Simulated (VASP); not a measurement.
## BiBrO: single point with LDA

BiBrO:

```
CELL_PARAMETERS angstrom
4.01200 0.00000 0.00000
0.00000 4.01200 0.00000
0.00000 0.00000 8.28110
ATOMIC_POSITIONS crystal
Bi 0.00000 0.50000 0.15756
Bi 0.50000 0.00000 0.84244
Br 0.00000 0.50000 0.65172
Br 0.50000 0.00000 0.34828
O 0.00000 0.00000 0.00000
O 0.50000 0.50000 0.00000
```

```json
{"Program": "VASP 6.6.1", "Task": "single point", "Functional": "LDA", "Potentials or basis": "VASP PAW LDA potentials, release 64 (Bi_d, Br, O)", "Cutoff": "520 eV", "k mesh": "8 × 8 × 4", "Occupations": "gaussian, width 0.05 eV", "Spin": "no spin polarisation"}
```

The pressure is -8.4 GPa. The largest force is 1.169 eV/Å. The band gap on the k mesh is 2.03 eV (least direct gap 2.17 eV).

Forces in eV/Å, atoms in the order of the input:
```
Bi   0.000  0.000 -1.169
Bi   0.000  0.000  1.169
Br   0.000  0.000  0.382
Br   0.000  0.000 -0.382
O    0.000  0.000  0.000
O    0.000  0.000  0.000
```

Stress tensor (GPa, compression positive):
```
-8.75  0.00  0.00
 0.00 -8.75  0.00
 0.00  0.00 -7.64
```

Levels at points of the mesh, in eV from the valence-band top:
```csv
k point,band 25,band 26,band 27,band 28,band 29,band 30,band 31,band 32
"(0.00, 0.00, 0.00)",-0.90,-0.61,-0.61,-0.55,2.13,3.08,4.56,4.56
"(0.50, 0.00, 0.00)",-0.44,-0.44,-0.13,-0.13,3.95,3.95,4.51,4.51
"(0.50, 0.50, 0.00)",-0.64,-0.64,-0.63,-0.63,3.07,3.07,4.70,4.70
"(0.00, 0.00, 0.50)",-0.82,-0.37,-0.37,-0.14,2.03,2.35,4.43,4.43
"(0.50, 0.00, 0.50)",-0.44,-0.44,-0.07,-0.07,3.80,3.80,4.54,4.54
"(0.50, 0.50, 0.50)",-0.94,-0.94,-0.64,-0.64,3.65,3.65,4.91,4.91
```

Wall time 6.8 min on 1 thread of Intel Xeon 8259CL, with other jobs on the host, peak memory 0.32 GiB.

Caveat: the cell stands under tension; spin-orbit coupling is left out, which moves the levels of the heavy elements; forces of over 1 eV/Å act on the atoms, so gaps and moduli don't describe the material at rest. A k mesh can miss the band edges.
